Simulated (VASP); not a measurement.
A run of VASP 6.6.1:

The input POSCAR:

```
PbI2
1.0
    4.4661932243      0.0000000000      0.0000000000
   -2.2330966122      3.8678367905      0.0000000000
    0.0000000000      0.0000000000      6.8875865178
Pb I
1 2
Direct
    0.0000000000      0.0000000000      0.0000000000
    0.3333333333      0.6666666667      0.2765943117
    0.6666666667      0.3333333333      0.7234056883
```

The input INCAR.step1:

```
PREC = Accurate
ENCUT = 550
ISMEAR = 0
SIGMA = 0.01
LREAL = F
LASPH = T
NELM = 120
NBANDS = 21
GGA = PE
ALGO = Normal
EDIFF = 1E-5
LWAVE = T
LCHARG = F
GGA_COMPAT = F
```

INCAR.step2

```
PREC = Accurate
ENCUT = 550
EDIFF = 1E-6
ISMEAR = 0
SIGMA = 0.01
LREAL = F
LASPH = T
NELM = 120
ALGO = Normal
ISIF = 2
LWAVE = F
LCHARG = F
METAGGA = R2SCAN
LMIXTAU = T
NBANDS = 21
ISTART = 1
GGA_COMPAT = F
```

File KPOINTS:

```
Automatic mesh
0
Gamma
  6 6 4
```

Potentials or basis: VASP PAW PBE potentials, release 64 (Pb_d, I).

Launch:

```console
$ cat potpaw_PBE.64/Pb_d/POTCAR potpaw_PBE.64/I/POTCAR > POTCAR
$ cp INCAR.step1 INCAR
$ mpirun -np 1 vasp_std > vasp.out
$ cp INCAR.step2 INCAR
$ mpirun -np 1 vasp_std > vasp.out
```

Hardware: 1 thread of Intel(R) Xeon(R) Platinum 8559C (Emerald Rapids) (shared host).

Task: How long does it take, and how much memory?

Result: Wall time 2.6 min on 1 thread of Intel(R) Xeon(R) Platinum 8559C (Emerald Rapids) (shared host), peak memory 0.3 GiB. Counts: k points 24.
